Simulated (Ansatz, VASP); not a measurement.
**One calculation of Te, two programs**

INCAR

```
ALGO = Normal ; EDIFF = 1E-6
ENCUT = 520 ; GGA = PE
ISIF = 2 ; ISMEAR = -1
LASPH = T ; LCHARG = F
LREAL = F ; LWAVE = F
NBANDS = 16 ; NELM = 80
PREC = Accurate ; SIGMA = 0.05
```

The input KPOINTS:

```
k-points
0
Gamma
  7 7 5
```

The input POSCAR:

```
Te
1.0
    4.5413555111      0.0000000000      0.0000000000
   -2.2706777555      3.9329292402      0.0000000000
    0.0000000000      0.0000000000      6.0401863600
Te
3
Direct
    0.7310000000      0.7310000000      0.0000000000
    0.0000000000      0.2690000000      0.6666666667
    0.2690000000      0.0000000000      0.3333333333
```

The input input.yaml:

```yaml
crystal:
  lattice:
    - [4.5413555111, 0.0, 0.0]
    - [-2.2706777555, 3.9329292402, 0.0]
    - [0.0, 0.0, 6.04018636]
  atoms:
    - { symbol: Te, position: [0.731, 0.731, 0.0] }
    - { symbol: Te, position: [0.0, 0.269, 0.6666666667] }
    - { symbol: Te, position: [0.269, 0.0, 0.3333333333] }
kpoints:
  mp_grid: { grid: [7, 7, 5] }
scf:
  occupations: { method: fermi_dirac, width: 0.05 }
hamiltonian:
  xc: pbe
  pseudopotentials: { kind: all_electron, lapw: { basis_error: 0.001 } }
output:
  forces: true
  stress: true
  eigenvalues: true
```

Change from the starting cell: volume scaled by 1.06.

Alike in both runs: task single point; functional PBE; k mesh 7 × 7 × 5; occupations fermi-dirac, width 0.05 eV; no spin polarisation.

|  | VASP | Ansatz |
| --- | --- | --- |
| version | VASP 6.6.1 | Ansatz 0.2.0 |
| potentials or method | VASP PAW PBE potentials, release 64 (Te), cutoff 520 eV | all-electron LAPW, scalar-relativistic |

Ansatz gave:

```
gap on the k mesh at the Fermi level (eV)                     : 0.65
least direct gap on the mesh (eV)                             : 0.76
pressure (GPa)                                                : -1.2
traceless stress, the component that is largest in VASP (GPa) : -0.49
rms of the force components (eV/Å)                            : 0.082
```

Problem. Which values does VASP return?

Solution. gap on the k mesh at the Fermi level (eV): 0.64; least direct gap on the mesh (eV): 0.75; pressure (GPa): -1.2; traceless stress, the component that is largest in VASP (GPa): -0.48; rms of the force components (eV/Å): 0.076.

Atom by atom the forces differ by 0.006 eV/Å (rms over components). Ansatz ran all-electron here, and VASP with PAW potentials.

Spin-orbit coupling is off throughout.
